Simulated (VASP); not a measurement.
# HgTe (CsCl type) (Pm-3m) in VASP: a series of runs, part 4 of 4

VASP 6.6.1. Earlier steps stand in the parts before.

### 6 Single point, PBE (volume scaled by 0.72)

INCAR

```
  PREC = Accurate
  ENCUT = 520
  EDIFF = 1E-7
  ISMEAR = -1
  SIGMA = 0.05
  LREAL = False
  LASPH = True
  NELM = 60
  ALGO = Normal
  ISIF = 2
  LWAVE = False
  LCHARG = False
  GGA = PE
  NBANDS = 16
```

KPOINTS

```
regular mesh
0
Gamma
  11 11 11
```

POSCAR

```
HgTe
1.0
    3.4104789185      0.0000000000      0.0000000000
    0.0000000000      3.4104789185      0.0000000000
    0.0000000000      0.0000000000      3.4104789185
Hg Te
1 1
Direct
    0.0000000000      0.0000000000      0.0000000000
    0.5000000000      0.5000000000      0.5000000000
```

Potentials or basis: VASP PAW PBE potentials, release 64 (Hg, Te).

On the command line:

```
cat potpaw_PBE.64/Hg/POTCAR potpaw_PBE.64/Te/POTCAR > POTCAR
mpirun -np 1 vasp_std > vasp.out
```

OUTCAR:

```text
PREC = Accurate
   ENCUT = 520
   EDIFF = 1E-7
   ISMEAR = -1
   LREAL = False
   LASPH = True
   NELM = 60
   ISIF = 2
   GGA = PE

 ion  position               nearest neighbor table
   1  0.000  0.000  0.000-   2 2.95   2 2.95   2 2.95   2 2.95   2 2.95   2 2.95   2 2.95   2 2.95

   2  0.500  0.500  0.500-   1 2.95   1 2.95   1 2.95   1 2.95   1 2.95   1 2.95   1 2.95   1 2.95

  LATTYP: Found a simple cubic cell.
 ALAT       =     3.4104789185

  Lattice vectors:

 A1 = (   3.4104789185,   0.0000000000,   0.0000000000)
 A2 = (   0.0000000000,   3.4104789185,   0.0000000000)
 A3 = (   0.0000000000,   0.0000000000,   3.4104789185)

Analysis of symmetry for initial positions (statically):
=====================================================================
 Subroutine PRICEL returns:
 Original cell was already a primitive cell.

 Routine SETGRP: Setting up the symmetry group for a
 simple cubic supercell.

 Subroutine GETGRP returns: Found 48 space group operations
 (whereof 48 operations were pure point group operations)
 out of a pool of 48 trial point group operations.

The static configuration has the point symmetry O_h .

Analysis of symmetry for dynamics (positions and initial velocities):
=====================================================================
 Subroutine PRICEL returns:
 Original cell was already a primitive cell.

 Routine SETGRP: Setting up the symmetry group for a
 simple cubic supercell.

 Subroutine GETGRP returns: Found 48 space group operations
 (whereof 48 operations were pure point group operations)
 out of a pool of 48 trial point group operations.

The dynamic configuration has the point symmetry O_h .

 Subroutine INISYM returns: Found 48 space group operations
 (whereof 48 operations are pure point group operations),
 and found     1 'primitive' translations

----------------------------------------------------------------------------------------

                                     Primitive cell

  volume of cell :      39.6685

  direct lattice vectors                    reciprocal lattice vectors
     3.410478918  0.000000000  0.000000000     0.293213951  0.000000000  0.000000000
     0.000000000  3.410478918  0.000000000     0.000000000  0.293213951  0.000000000
     0.000000000  0.000000000  3.410478918     0.000000000  0.000000000  0.293213951

  length of vectors
     3.410478918  3.410478918  3.410478918     0.293213951  0.293213951  0.293213951

  position of ions in fractional coordinates (direct lattice)
     0.000000000  0.000000000  0.000000000
     0.500000000  0.500000000  0.500000000

  ion indices of the primitive-cell ions
   primitive index   ion index
                 1           1
                 2           2

----------------------------------------------------------------------------------------

 KPOINTS: regular mesh

Automatic generation of k-mesh.
 Grid dimensions read from file:
 generate k-points for:   11   11   11

 Generating k-lattice:

  Cartesian coordinates                     Fractional coordinates (reciprocal lattice)
     0.026655814  0.000000000  0.000000000     0.090909091  0.000000000  0.000000000
     0.000000000  0.026655814  0.000000000     0.000000000  0.090909091  0.000000000
     0.000000000  0.000000000  0.026655814     0.000000000  0.000000000  0.090909091

  Length of vectors
     0.026655814  0.026655814  0.026655814

  Shift w.r.t. Gamma in fractional coordinates (k-lattice)
     0.000000000  0.000000000  0.000000000

 Subroutine IBZKPT returns following result:
 ===========================================

 Found     56 irreducible k-points:

 Following reciprocal coordinates:
            Coordinates               Weight
  0.000000  0.000000  0.000000      1.000000
  0.090909  0.000000  0.000000      6.000000
  0.181818  0.000000  0.000000      6.000000
  0.272727  0.000000  0.000000      6.000000
  0.363636  0.000000  0.000000      6.000000
  0.454545  0.000000  0.000000      6.000000
[... 16 lines left out ...]
  0.181818  0.090909  0.090909     24.000000
  0.272727  0.090909  0.090909     24.000000
 [... further k-points ...]
   k-points           NKPTS =     56   k-points in BZ     NKDIM =     56   number of bands    NBANDS=     16
   number of dos      NEDOS =    301   number of ions     NIONS =      2
   total plane-waves  NPLWV =  21952
   dimension x,y,z NGX =    28 NGY =   28 NGZ =   28
   dimension x,y,z NGXF=    56 NGYF=   56 NGZF=   56
   ions per type =               1   1
   NGX,Y,Z   is equivalent  to a cutoff of  13.65, 13.65, 13.65 a.u.
   NGXF,Y,Z  is equivalent  to a cutoff of  27.30, 27.30, 27.30 a.u.
 SYSTEM =  unknown system
   PREC   = accura    normal or accurate (medium, high low for compatibility)
   ISTART =      0    job   : 0-new  1-cont  2-samecut
   ICHARG =      2    charge: 1-file 2-atom 10-const
   ISPIN  =      1    spin polarized calculation?
   LNONCOLLINEAR =      F non collinear calculations
   LSORBIT =      F    spin-orbit coupling
   LASPH  =      T    aspherical Exc in radial PAW
   ENCUT  =  520.0 eV  38.22 Ry    6.18 a.u.   6.34  6.34  6.34*2*pi/ulx,y,z
   NELM   =     60;   NELMIN=  2; NELMDL= -5     # of ELM steps
   EDIFF  = 0.1E-06   stopping-criterion for ELM
   LREAL  =      F    real-space projection
   EDIFFG = 0.1E-05   stopping-criterion for IOM
   NSW    =      0    number of steps for IOM
   IBRION =     -1    ionic relax: 0-MD 1-quasi-New 2-CG
   NFREE  =      0    steps in history (QN), initial steepest desc. (CG)
   ISIF   =      2    stress and relaxation
   ISYM   =      2    0-nonsym 1-usesym 2-fastsym
   POTIM  = 0.5000    time-step for ionic-motion
   TEBEG  =    0.0;   TEEND  =   0.0 temperature during run
   PSTRESS=    0.0 pullay stress
   NELECT =      18.0000    total number of electrons
   NUPDOWN=      -1.0000    fix difference up-down
   EMIN   =  10.00;   EMAX   =-10.00  energy-range for DOS
   EFERMI =   0.00;   METHOD = LEGACY
   ISMEAR =    -1;   SIGMA  =   0.05  broadening in eV -4-tet -1-fermi 0-gaus
   EFERMI_NEDOS =   21; number of points for ismear=-14 and -15
   IALGO  =     38    algorithm
   IMIX   =      4    mixing-type and parameters
     AMIX     =   0.40;   BMIX     =  1.00
     AMIX_MAG =   1.60;   BMIX_MAG =  1.00
  volume/ion in A,a.u.               =      19.83       133.85
  Fermi-wavevector in a.u.,A,eV,Ry     =   1.258009  2.377292 21.532387  1.582586
  Thomas-Fermi vector in A             =   2.391639
   LORBIT       =      0    0 simple, 1 ext, 2 COOP (PROOUT), +10 PAW based schemes
   GGA     = PE    functional components
   LHFCALC =     F    Hartree Fock is set to
   AEXX    =    0.0000 exact exchange contribution
   IVDW    =     0    specifies the selected vdW correction
   LEPSILON=     F    determine dielectric tensor
   LRPA    =     F    only Hartree local field effects (RPA)
 non-spin polarized calculation
  energy-cutoff  :      520.00
  volume of cell :       39.67
 maximum number of plane-waves:      1082
 NGX is ok and might be reduce to    28
   NGX = 13   NGY = 13   NGZ = 13

 number of electron      18.0000001 magnetization

 Free energy of the ion-electron system (eV)
  ---------------------------------------------------
  ext. energy  EPLUGINS =         0.00000000
  ---------------------------------------------------
  free energy    TOTEN  =        -1.59681476 eV

  energy without entropy =       -1.59021410  energy(sigma->0) =       -1.59351443

 E-fermi :   9.0928     XC(G=0): -11.8168

 val. band max:        9.0818850463   @ k =   0.0909   0.0000   0.0000
 cond. band min:       9.1487575780   @ k =   0.4545   0.0909   0.0000
 fundamental gap:      0.0668725317
 Fermi energy:         9.0928435295

 k-point     1 :       0.0000    0.0000    0.0000
  band No.  band energies     occupation
      1      -5.9725      2.00000
      2       0.7717      2.00000
      3       0.7717      2.00000
      4       1.8076      2.00000
      5       1.8076      2.00000
      6       1.8076      2.00000
[... 8 lines left out ...]
     15      21.4129      0.00000
     16      22.4492      0.00000

 k-point     2 :       0.0909    0.0000    0.0000
  band No.  band energies     occupation
      1      -5.8692      2.00000
      2       0.7826      2.00000
      3       0.7946      2.00000
      4       1.7424      2.00000
      5       1.7424      2.00000
      6       1.8096      2.00000
[... 8 lines left out ...]
     15      20.6031      0.00000
     16      22.0491      0.00000
[... 387 lines left out ...]
      5       1.5383      2.00000
      6       1.7202      2.00000
[... 8 lines left out ...]
     15      19.3337      0.00000
     16      22.2133      0.00000

 k-point    24 :       0.2727    0.0909    0.0909
  band No.  band energies     occupation
      1      -4.9117      2.00000
      2       0.6531      2.00000
      3       0.9008      2.00000
      4       1.3361      2.00000
      5       1.3919      2.00000
      6       1.7383      2.00000
[... 8 lines left out ...]
     15      19.2225      0.00000
     16      21.5383      0.00000

 [... further k-points ...]
[... 5 lines left out ...]
  --------------------------------------------------------------------------------------
  -------------------------------------------------------------------------------------
  Total        8.9619860      8.9619860      8.9619860     -0.0000000      0.0000000      0.0000000
  in kB      361.9667956    361.9667956    361.9667956     -0.0000000      0.0000000      0.0000000
  external PRESSURE =     361.9667956 kB  Pullay stress =       0.0000000 kB

 VOLUME and BASIS-vectors are now :
 -----------------------------------------------------------------------------
  energy-cutoff  :      520.00
  volume of cell :       39.67
      direct lattice vectors                 reciprocal lattice vectors
     3.410478918  0.000000000  0.000000000     0.293213951  0.000000000  0.000000000
     0.000000000  3.410478918  0.000000000     0.000000000  0.293213951  0.000000000
     0.000000000  0.000000000  3.410478918     0.000000000  0.000000000  0.293213951

 POSITION                                       TOTAL-FORCE (eV/Angst)
 -----------------------------------------------------------------------------------
      0.00000      0.00000      0.00000         0.000000      0.000000      0.000000
      1.70524      1.70524      1.70524         0.000000      0.000000      0.000000
 -----------------------------------------------------------------------------------
    total drift:                               -0.000000      0.000000     -0.000000

  FREE ENERGIE OF THE ION-ELECTRON SYSTEM (eV)
  ---------------------------------------------------
  free  energy   TOTEN  =        -1.5968147596 eV

  energy  without entropy=       -1.5902141042  energy(sigma->0) =       -1.59351443
```

stdout:

```text
POSCAR found type information on POSCAR HgTe
 POSCAR found :  2 types and       2 ions
 scaLAPACK will be used
 LDA part: xc-table for (Slater+PW92), standard interpolation
 POSCAR, INCAR and KPOINTS ok, starting setup
 FFT: planning ... GRIDC
 FFT: planning ... GRID_SOFT
 FFT: planning ... GRID
 WAVECAR not read
 entering main loop
```

Run time: 42 s. Hardware: 1 thread of Intel Xeon 8259CL, shared host; peak memory 0.18 GiB.

Results:

- Free energy: -1.5968 eV
- Pressure: 36.2 GPa
- Band gap on the k mesh: zero (band 9 reaches 10.31 eV, above the bottom of band 10 at 7.62 eV)

Caveat: spin-orbit coupling is left out, which moves the levels of the heavy elements.

### 7 Overview

```tsv
cell	gap on the mesh (eV)	pressure (GPa)
a = 3.118 Å, 2 atoms	none	133.4
a = 3.279 Å, 2 atoms	none	66.8
a = 3.410 Å, 2 atoms	none	36.2
```

Alike in all rows: task single point; level PBE; potentials or basis VASP PAW PBE potentials, release 64 (Hg, Te); no spin polarisation; k mesh 11 × 11 × 11; cutoff (eV) 520; smearing fermi-dirac 0.05 eV.

Caveats: spin-orbit coupling is left out, which moves the levels of the heavy elements.

Total energies depend on the potentials used, so only differences within one code and one set of settings carry meaning.
